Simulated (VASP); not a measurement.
Set up this calculation in VASP 6.6.1, as the native input.

```
Task                   : single point
Functional             : PBE
Potentials or basis    : VASP PAW PBE potentials, release 64 (Cu, I)
Cutoff                 : 520 eV
k mesh                 : 8 × 8 × 8
Occupations            : fermi-dirac, width 0.02 eV
Spin                   : non-collinear spin, zero start, spin-orbit coupling
Starting moments       : [[0.0, 0.0, 0.0], [0.0, 0.0, 0.0]] μB
Dipole correction      : no
Further INCAR settings : ALGO = Normal; EDIFF = 1e-06; NBANDS = 30
```

The structure of CuI (Marshite) lies in POSCAR:

```
CuI
1.0
    0.0000000000      3.0120426902      3.0120426902
    3.0120426902      0.0000000000      3.0120426902
    3.0120426902      3.0120426902      0.0000000000
Cu I
1 1
Direct
    0.2500000000      0.2500000000      0.2500000000
    0.0000000000      0.0000000000      0.0000000000
```

One way to write it, as run:

INCAR

```
SYSTEM = CuI
PREC     = Accurate       ! precision mode
ENCUT    = 520            ! plane-wave cutoff, eV
EDIFF    = 1E-6           ! SCF threshold, eV
ISMEAR   = -1             ! smearing method
SIGMA    = 0.02           ! smearing width, eV
LREAL    = .False.        ! projectors in reciprocal space
LASPH    = .True.         ! aspherical terms in the spheres
NELM     = 150            ! most SCF steps
ALGO     = Normal         ! electronic algorithm
ISIF     = 2              ! what is computed and relaxed
LWAVE    = .False.        ! write WAVECAR
LCHARG   = .False.        ! write CHGCAR
MAGMOM   = 0 0 0 0 0 0    ! initial moments
LORBIT   = 11             ! projections on sites
LSORBIT  = .True.         ! spin-orbit coupling
GGA_COMPAT= .False.      
LORBMOM  = .True.       
LMAXMIX  = 4              ! l up to which the mixer works
GGA      = PE             ! functional
NBANDS   = 30             ! bands
```

KPOINTS

```
Automatic mesh
0
Gamma
  8 8 8
  0 0 0
```

Potentials or basis: VASP PAW PBE potentials, release 64 (Cu, I).

Command:

```sh
$ cat potpaw_PBE.64/Cu/POTCAR potpaw_PBE.64/I/POTCAR > POTCAR
$ mpirun -np 1 vasp_ncl > vasp.out
```

It gave:

```yaml
Pressure: 1.6 GPa
Net_moment: 0.00 μB per cell
Valence_electrons_inside_the_program's_atomic_spheres: Cu 9.94; I 4.31
```

Run time: 2.8 min on 1 thread of Intel(R) Xeon(R) Platinum 8259CL CPU @ 2.50GHz (Skylake/Cascade Lake), on a shared host, peak memory 0.36 GiB.
